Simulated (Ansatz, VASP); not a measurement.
## Two plane-wave programs on Bi2Br3

INCAR

```
PREC = Accurate ; ENCUT = 520
EDIFF = 1E-7 ; ISMEAR = 0
SIGMA = 0.1 ; LREAL = False
LASPH = True ; NELM = 60
ALGO = Normal ; ISIF = 2
LWAVE = False ; LCHARG = False
GGA = PE ; NBANDS = 62
```

The input KPOINTS:

```
Automatic mesh
0
Gamma
  3 3 3
```

The input POSCAR:

```
Bi2Br3
1.0
    3.6492014922      2.1068674638      6.6420947185
   -3.6492014922      2.1068674638      6.6420947185
    0.0000000000     -4.2137349277      6.6420947185
Bi Br
4 6
Direct
    0.8521800000      0.8521800000      0.8521800000
    0.6478200000      0.6478200000      0.6478200000
    0.1478200000      0.1478200000      0.1478200000
    0.3521800000      0.3521800000      0.3521800000
    0.0562500000      0.4437500000      0.7500000000
    0.7500000000      0.0562500000      0.4437500000
    0.4437500000      0.7500000000      0.0562500000
    0.9437500000      0.5562500000      0.2500000000
    0.2500000000      0.9437500000      0.5562500000
    0.5562500000      0.2500000000      0.9437500000
```

Input for Ansatz:

```yaml
crystal:
  lattice:
    - [3.6492014922, 2.1068674638, 6.6420947185]
    - [-3.6492014922, 2.1068674638, 6.6420947185]
    - [0.0, -4.2137349277, 6.6420947185]
  atoms:
    - { symbol: Bi, position: [0.85218, 0.85218, 0.85218] }
    - { symbol: Bi, position: [0.64782, 0.64782, 0.64782] }
    - { symbol: Bi, position: [0.14782, 0.14782, 0.14782] }
    - { symbol: Bi, position: [0.35218, 0.35218, 0.35218] }
    - { symbol: Br, position: [0.05625, 0.44375, 0.75] }
    - { symbol: Br, position: [0.75, 0.05625, 0.44375] }
    - { symbol: Br, position: [0.44375, 0.75, 0.05625] }
    - { symbol: Br, position: [0.94375, 0.55625, 0.25] }
    - { symbol: Br, position: [0.25, 0.94375, 0.55625] }
    - { symbol: Br, position: [0.55625, 0.25, 0.94375] }
basis:
  ecutwfc: 420
kpoints:
  mp_grid: { grid: [3, 3, 3] }
hamiltonian:
  xc: pbe
scf:
  occupations: { method: gaussian, width: 0.1 }
  lower_state_search: "off"
output:
  forces: true
  stress: true
  eigenvalues: true
```

Alike in both runs: task single point; functional PBE; k mesh 3 × 3 × 3; occupations gaussian, width 0.1 eV; no spin polarisation.

|  | VASP | Ansatz |
| --- | --- | --- |
| version | VASP 6.6.1 | Ansatz 0.2.0 |
| potentials or method | VASP PAW PBE potentials, release 64 (Bi_d, Br), cutoff 520 eV | scalar-relativistic, plane waves, PAW |
| valence electrons in the cell | 102 | 102 |

```csv
,VASP,Ansatz,Ansatz less VASP
gap on the k mesh at the Fermi level (eV),none,none,-
pressure (GPa),10.4,10.4,+0.02
"traceless stress, the component that is largest in VASP (GPa)",-1.00,-1.00,+0.004
rms of the force components (eV/Å),0.165,0.164,-0.0004
```

Atom by atom the forces differ by 0.001 eV/Å (rms over components). A gap of «none» marks a metal or a gap that the smearing closes. The functional is the same, so the differences come from potentials, cutoffs and numerics.

Neither program's run includes spin-orbit coupling.
